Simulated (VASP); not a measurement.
# Ag (P6_3/mmc) in VASP: notebook

Runs on Ag. Level: BLYP. Tasks: single point.

All numbers are computed with VASP 6.6.1; they aren't measurements. Logs are shortened: lines on timing, memory, paths and dates and some standing lists are left out, and cuts for length are marked.

## 1. The cell of the first run

The structure is hexagonal, space group P6_3/mmc (No. 194). Conventional cell: a = 3.066 Å, b = 3.066 Å, c = 4.948 Å, α = 90.00°, β = 90.00°, γ = 120.00°. Within 4.0 Å of Ag (site symmetry -6m2) lie 12 Ag at 3.04 to 3.07 Å.

This isn't the form of Ag at room conditions, which is fcc.

## 2. Single point, BLYP (20.13 Å³/atom)

Input file INCAR:

```
SYSTEM = Ag
PREC = Accurate ; ENCUT = 520
EDIFF = 1E-6 ; ISMEAR = -1
SIGMA = 0.1 ; LREAL = .FALSE.
LASPH = .TRUE. ; NELM = 80
ALGO = Normal ; ISIF = 2
LWAVE = .FALSE. ; LCHARG = .FALSE.
GGA = B5 ; ALDAX = 1.0
AGGAX = 1.0 ; AGGAC = 1.0
ALDAC = 0.0 ; NBANDS = 18
```

Input file KPOINTS:

```
Automatic mesh
0
G
  13 13 7
  0 0 0
```

Input file POSCAR:

```
Ag
1.0
    3.0655425935      0.0000000000      0.0000000000
   -1.5327712967      2.6548377623      0.0000000000
    0.0000000000      0.0000000000      4.9475942761
Ag
2
Direct
    0.3333333333      0.6666666667      0.2500000000
    0.6666666667      0.3333333333      0.7500000000
```

Potentials or basis: VASP PAW PBE potentials, release 64 (Ag).

On the command line:

```sh
> cat potpaw_PBE.64/Ag/POTCAR > POTCAR
> mpirun -np 1 vasp_std > vasp.out
```

OUTCAR:

```text
SYSTEM = Ag
   PREC = Accurate
   ENCUT = 520
   EDIFF = 1E-6
   ISMEAR = -1
   LREAL = .FALSE.
   LASPH = .TRUE.
   NELM = 80
   ISIF = 2
   GGA = B5

 ion  position               nearest neighbor table
   1  0.333  0.667  0.250-   2 3.04   2 3.04   2 3.04   2 3.04   2 3.04   2 3.04
   2  0.667  0.333  0.750-   1 3.04   1 3.04   1 3.04   1 3.04   1 3.04   1 3.04

  LATTYP: Found a hexagonal cell.
 ALAT       =     3.0655425935
 C/A-ratio  =     1.6139375413

  Lattice vectors:

 A1 = (   3.0655425935,   0.0000000000,   0.0000000000)
 A2 = (  -1.5327712967,   2.6548377623,   0.0000000000)
 A3 = (   0.0000000000,   0.0000000000,   4.9475942761)

Analysis of symmetry for initial positions (statically):
=====================================================================
 Subroutine PRICEL returns:
 Original cell was already a primitive cell.

 Routine SETGRP: Setting up the symmetry group for a
 hexagonal supercell.

 Subroutine GETGRP returns: Found 24 space group operations
 (whereof 12 operations were pure point group operations)
 out of a pool of 24 trial point group operations.

The static configuration has the point symmetry D_3d.
 The point group associated with its full space group is D_6h.

Analysis of symmetry for dynamics (positions and initial velocities):
=====================================================================
 Subroutine PRICEL returns:
 Original cell was already a primitive cell.

 Routine SETGRP: Setting up the symmetry group for a
 hexagonal supercell.

 Subroutine GETGRP returns: Found 24 space group operations
 (whereof 12 operations were pure point group operations)
 out of a pool of 24 trial point group operations.

The dynamic configuration has the point symmetry D_3d.
 The point group associated with its full space group is D_6h.

 Subroutine INISYM returns: Found 24 space group operations
 (whereof 12 operations are pure point group operations),
 and found     1 'primitive' translations

----------------------------------------------------------------------------------------

                                     Primitive cell

  volume of cell :      40.2661

[... 75 lines left out ...]
   ions per type =               2
   NGX,Y,Z   is equivalent  to a cutoff of  13.02, 13.02, 13.44 a.u.
   NGXF,Y,Z  is equivalent  to a cutoff of  26.03, 26.03, 26.88 a.u.
 SYSTEM =  Ag
   PREC   = accura    normal or accurate (medium, high low for compatibility)
   ISTART =      0    job   : 0-new  1-cont  2-samecut
   ICHARG =      2    charge: 1-file 2-atom 10-const
   ISPIN  =      1    spin polarized calculation?
   LNONCOLLINEAR =      F non collinear calculations
   LSORBIT =      F    spin-orbit coupling
   LASPH  =      T    aspherical Exc in radial PAW
   ENCUT  =  520.0 eV  38.22 Ry    6.18 a.u.   5.70  5.70  9.20*2*pi/ulx,y,z
   NELM   =     80;   NELMIN=  2; NELMDL= -5     # of ELM steps
   EDIFF  = 0.1E-05   stopping-criterion for ELM
   LREAL  =      F    real-space projection
   EDIFFG = 0.1E-04   stopping-criterion for IOM
   NSW    =      0    number of steps for IOM
   IBRION =     -1    ionic relax: 0-MD 1-quasi-New 2-CG
   NFREE  =      0    steps in history (QN), initial steepest desc. (CG)
   ISIF   =      2    stress and relaxation
   ISYM   =      2    0-nonsym 1-usesym 2-fastsym
   POTIM  = 0.5000    time-step for ionic-motion
   TEBEG  =    0.0;   TEEND  =   0.0 temperature during run
   PSTRESS=    0.0 pullay stress
   NELECT =      22.0000    total number of electrons
   NUPDOWN=      -1.0000    fix difference up-down
   EMIN   =  10.00;   EMAX   =-10.00  energy-range for DOS
   EFERMI =   0.00;   METHOD = LEGACY
   ISMEAR =    -1;   SIGMA  =   0.10  broadening in eV -4-tet -1-fermi 0-gaus
   EFERMI_NEDOS =   21; number of points for ismear=-14 and -15
   IALGO  =     38    algorithm
   IMIX   =      4    mixing-type and parameters
     AMIX     =   0.40;   BMIX     =  1.00
     AMIX_MAG =   1.60;   BMIX_MAG =  1.00
  volume/ion in A,a.u.               =      20.13       135.86
  Fermi-wavevector in a.u.,A,eV,Ry     =   1.338349  2.529112 24.370443  1.791177
  Thomas-Fermi vector in A             =   2.466826
   LORBIT       =      0    0 simple, 1 ext, 2 COOP (PROOUT), +10 PAW based schemes
   GGA     = B5    functional components
   LHFCALC =     F    Hartree Fock is set to
   AEXX    =    0.0000 exact exchange contribution
   IVDW    =     0    specifies the selected vdW correction
   LEPSILON=     F    determine dielectric tensor
   LRPA    =     F    only Hartree local field effects (RPA)
 non-spin polarized calculation
  energy-cutoff  :      520.00
  volume of cell :       40.27
 maximum number of plane-waves:      1099
 NGX is ok and might be reduce to    24
   NGX = 11   NGY = 11   NGZ = 19

 number of electron      22.0000013 magnetization

 Free energy of the ion-electron system (eV)
  ---------------------------------------------------
  ext. energy  EPLUGINS =         0.00000000
  ---------------------------------------------------
  free energy    TOTEN  =        -4.17882209 eV

  energy without entropy =       -4.15881538  energy(sigma->0) =       -4.16881873

 E-fermi :   6.8896     XC(G=0): -10.6958

 val. band max:        6.8579078305   @ k =   0.2308   0.0769   0.2857
 cond. band min:       6.9277237668   @ k =   0.3846  -0.0000   0.4286
 fundamental gap:      0.0698159363
 Fermi energy:         6.8895992520

 k-point     1 :       0.0000    0.0000    0.0000
  band No.  band energies     occupation
      1       0.2329      2.00000
      2       1.2978      2.00000
      3       2.4828      2.00000
      4       2.5209      2.00000
      5       2.5209      2.00000
      6       2.6998      2.00000
[... 481 lines left out ...]
      5       2.5826      2.00000
      6       2.6672      2.00000
[... 10 lines left out ...]
     17      22.7438      0.00000
     18      23.6994      0.00000

 [... further k-points ...]
[... 5 lines left out ...]
  --------------------------------------------------------------------------------------
  -------------------------------------------------------------------------------------
  Total       -0.7282711     -0.7282711     -0.3859042     -0.0000000      0.0000000      0.0000000
  in kB      -28.9777201    -28.9777201    -15.3550292     -0.0000000      0.0000000      0.0000000
  external PRESSURE =     -24.4368232 kB  Pullay stress =       0.0000000 kB

 VOLUME and BASIS-vectors are now :
 -----------------------------------------------------------------------------
  energy-cutoff  :      520.00
  volume of cell :       40.27
      direct lattice vectors                 reciprocal lattice vectors
     3.065542594  0.000000000  0.000000000     0.326206526  0.188335426  0.000000000
    -1.532771297  2.654837762  0.000000000     0.000000000  0.376670851  0.000000000
     0.000000000  0.000000000  4.947594276     0.000000000  0.000000000  0.202118433

 POSITION                                       TOTAL-FORCE (eV/Angst)
 -----------------------------------------------------------------------------------
     -0.00000      1.76989      1.23690         0.000000      0.000000      0.000000
      1.53277      0.88495      3.71070         0.000000     -0.000000      0.000000
 -----------------------------------------------------------------------------------
    total drift:                                0.000000     -0.000000      0.000000

  FREE ENERGIE OF THE ION-ELECTRON SYSTEM (eV)
  ---------------------------------------------------
  free  energy   TOTEN  =        -4.1788220855 eV

  energy  without entropy=       -4.1588153805  energy(sigma->0) =       -4.16881873
```

OSZICAR:

```text
N       E                     dE             d eps       ncg     rms          rms(c)
DAV:   1     0.123932059493E+03    0.12393E+03   -0.11621E+04  3024   0.119E+03
DAV:   2    -0.262483593644E+01   -0.12656E+03   -0.11961E+03  3140   0.258E+02
DAV:   3    -0.461288197497E+01   -0.19880E+01   -0.19818E+01  3526   0.365E+01
DAV:   4    -0.461960637252E+01   -0.67244E-02   -0.67237E-02  3412   0.209E+00
DAV:   5    -0.461967602173E+01   -0.69649E-04   -0.69650E-04  3378   0.228E-01    0.482E+00
DAV:   6    -0.419149758691E+01    0.42818E+00   -0.12362E+00  3168   0.113E+01    0.298E+00
DAV:   7    -0.418323297858E+01    0.82646E-02   -0.11191E-02  3304   0.925E-01    0.179E+00
DAV:   8    -0.417879499278E+01    0.44380E-02   -0.83564E-04  3216   0.286E-01    0.564E-02
DAV:   9    -0.417881321616E+01   -0.18223E-04   -0.26340E-05  3582   0.434E-02    0.196E-02
DAV:  10    -0.417882198768E+01   -0.87715E-05   -0.82534E-06  3244   0.267E-02    0.162E-03
DAV:  11    -0.417882208549E+01   -0.97811E-07   -0.11661E-07  1904   0.298E-03
   1 F= -.41788221E+01 E0= -.41688187E+01  d E =-.200067E-01
```

Run time: 81 s. Hardware: 1 thread of Intel Xeon 8259CL, shared host; peak memory 0.19 GiB.

Results:

```yaml
Free_energy: -4.1788 eV
Pressure: -2.4 GPa
Band_gap_on_the_k_mesh: zero (bands 11 and 12 overlap by 5.97 eV)
```

Caveat: the PAW data sets were made with another functional, which shifts forces and pressure a little.

## 3. Single point, BLYP (20.91 Å³/atom)

This run uses another cell than the first one, of 20.91 Å³/atom.

Input file INCAR:

```
PREC     = Accurate       # precision mode
ENCUT    = 520            # plane-wave cutoff, eV
EDIFF    = 1E-6           # SCF threshold, eV
ISMEAR   = -1             # smearing method
SIGMA    = 0.1            # smearing width, eV
LREAL    = False          # projectors in reciprocal space
LASPH    = True           # aspherical terms in the spheres
NELM     = 80             # most SCF steps
ALGO     = Normal         # electronic algorithm
ISIF     = 2              # what is computed and relaxed
LWAVE    = False          # write WAVECAR
LCHARG   = True           # write CHGCAR
GGA      = B5             # functional
ALDAX    = 1.0          
AGGAX    = 1.0          
AGGAC    = 1.0          
ALDAC    = 0.0          
LELF     = True           # ELF
LVHAR    = True         
NBANDS   = 18             # bands
```

Input file KPOINTS:

```
Automatic mesh
0
Gamma
  13 13 7
```

Input file POSCAR:

```
Ag
1.0
    3.1043510500      0.0000000000      0.0000000000
   -1.5521755250      2.6884468715      0.0000000000
    0.0000000000      0.0000000000      5.0102287009
Ag
2
Direct
    0.3333333333      0.6666666667      0.2500000000
    0.6666666667      0.3333333333      0.7500000000
```

Potentials or basis: VASP PAW PBE potentials, release 64 (Ag).

On the command line:

```sh
> cat potpaw_PBE.64/Ag/POTCAR > POTCAR
> mpirun -np 1 vasp_std > vasp.out
```

It took 88 s on 1 thread of Intel Xeon 8259CL, shared host; peak memory 0.19 GiB.

It converged, with:

```
Free energy            : -4.1469 eV
Pressure               : -4.2 GPa
Band gap on the k mesh : zero (bands 11 and 12 overlap by 5.87 eV)
```

Stress tensor (GPa, compression positive):
```
-4.62  0.00  0.00
 0.00 -4.62  0.00
 0.00  0.00 -3.50
```

Levels at points of the mesh, in eV from the Fermi level:
| k point | band 9 | band 10 | band 11 | band 12 | band 13 | band 14 |
| --- | --- | --- | --- | --- | --- | --- |
| (0.00, 0.00, 0.00) | -3.90 | -3.15 | -3.15 | 0.26 | 2.59 | 15.18 |

Caveat: the cell stands under tension; the PAW data sets were made with another functional, which shifts forces and pressure a little.

The gap in the log of VASP goes by the Fermi energy; the results here count the filled bands.